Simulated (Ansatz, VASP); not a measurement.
## Two plane-wave programs on Ge

```
CELL_PARAMETERS angstrom
2.20541 -3.87331 0.00000
2.20541 3.87331 0.00000
0.00000 0.00000 4.17645
ATOMIC_POSITIONS crystal
Ge 0.75000 0.25000 0.35541
Ge 0.25000 0.75000 0.64459
Ge 0.00000 0.00000 0.00000
Ge 0.50000 0.50000 0.00000
```

Alike in both runs: task single point; functional PBE; k mesh 4 × 4 × 4; occupations gaussian, width 0.1 eV; no spin polarisation.

|  | VASP | Ansatz |
| --- | --- | --- |
| version | VASP 6.6.1 | Ansatz 0.2.0 |
| potentials or method | VASP PAW PBE potentials, release 64 (Ge_d), cutoff 520 eV | scalar-relativistic, plane waves, PAW |
| valence electrons in the cell | 56 | 56 |

VASP gave:

```
gap on the k mesh at the Fermi level (eV)                     : none
pressure (GPa)                                                : 24.0
traceless stress, the component that is largest in VASP (GPa) : 22.14
rms of the force components (eV/Å)                            : 0.433
```

**Question.** Which values does Ansatz return?

**Answer.** gap on the k mesh at the Fermi level (eV): none; pressure (GPa): 24.0; traceless stress, the component that is largest in VASP (GPa): 22.24; rms of the force components (eV/Å): 0.432.

Atom by atom the forces differ by 0.001 eV/Å (rms over components). A gap of «none» marks a metal or a gap that the smearing closes. With one functional, cell and mesh, what is left measures potentials, basis and numerics.

The k mesh is coarse, so the values compare programs but aren't converged.
